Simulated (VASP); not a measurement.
Write the native input for VASP 6.6.1 that does the following.

```yaml
Task: single point
Functional: PBE
Potentials_or_basis: VASP PAW PBE potentials, release 64 (W_sv, C)
Cutoff: 520 eV
k_mesh: 2 × 2 × 2
Occupations: fermi-dirac, width 0.24 eV
Spin: no spin polarisation
Dipole_correction: no
Further_INCAR_settings: LREAL = Auto; ALGO = Normal; EDIFF = 1e-06; NBANDS = 86
```

The structure of WC lies in POSCAR:

```
WC
1.0
   -2.9366510000     -5.0864290000      0.0000000000
    4.4049770000     -2.5432140000      0.0000000000
    0.0000000000      0.0000000000      5.7685050000
W C
8 8
Direct
    0.7543393931      0.5088860925     -0.0133136749
    0.7662108409      0.5191159527      0.4711619388
    0.5201034618     -0.0089529749     -0.0273207703
    0.5050255887      0.0193154017      0.4917912007
    0.2755840311      0.5047005059      0.0054953580
    0.2556073731      0.4867743118      0.5055382634
    0.0035661034      0.0144546501     -0.0252751796
    0.0234127293      0.0124302613      0.4905603792
    0.5083052553      0.6798253740      0.2349308876
    0.4916042951      0.6640375749      0.7186784097
    0.2711455228      0.1529315070      0.2527517962
    0.2499363320      0.1736843982      0.7571112446
    0.0163794669      0.6818879594      0.2198143193
   -0.0009570397      0.6649727135      0.7084331209
    0.7726896587      0.1818442773      0.2164165585
    0.7381461974      0.1615167954      0.7598849269
```

One way to write it, as run:

INCAR

```
PREC     = Accurate       # precision mode
ENCUT    = 520            # plane-wave cutoff, eV
EDIFF    = 1E-6           # SCF threshold, eV
ISMEAR   = -1             # smearing method
SIGMA    = 0.24           # smearing width, eV
LREAL    = Auto         
LASPH    = T              # aspherical terms in the spheres
NELM     = 80             # most SCF steps
ALGO     = Normal         # electronic algorithm
ISIF     = 2              # what is computed and relaxed
LWAVE    = F              # write WAVECAR
LCHARG   = T              # write CHGCAR
GGA      = PE             # functional
LELF     = T              # ELF
LVHAR    = T            
NBANDS   = 86             # bands
```

KPOINTS

```
Automatic mesh
0
Gamma
  2 2 2
```

Potentials or basis: VASP PAW PBE potentials, release 64 (W_sv, C).

The run is started by

```bash
$ cat potpaw_PBE.64/W_sv/POTCAR potpaw_PBE.64/C/POTCAR > POTCAR
$ mpirun -np 1 vasp_std > vasp.out
```

Results of the run:

* Pressure: 0.3 GPa
* Largest force: 4.702 eV/Å
* Band gap on the k mesh: zero (band 72 reaches 11.02 eV, above the bottom of band 73 at 10.87 eV)

Caveat: the k points lie up to 0.62 Å⁻¹ apart; spin-orbit coupling is left out, which moves the levels of the heavy elements; forces of over 1 eV/Å act on the atoms, so gaps and moduli don't describe the material at rest.

Run time: 3.1 min on 1 thread of Intel(R) Xeon(R) Platinum 8488C (Sapphire Rapids), on a shared host, peak memory 0.32 GiB.
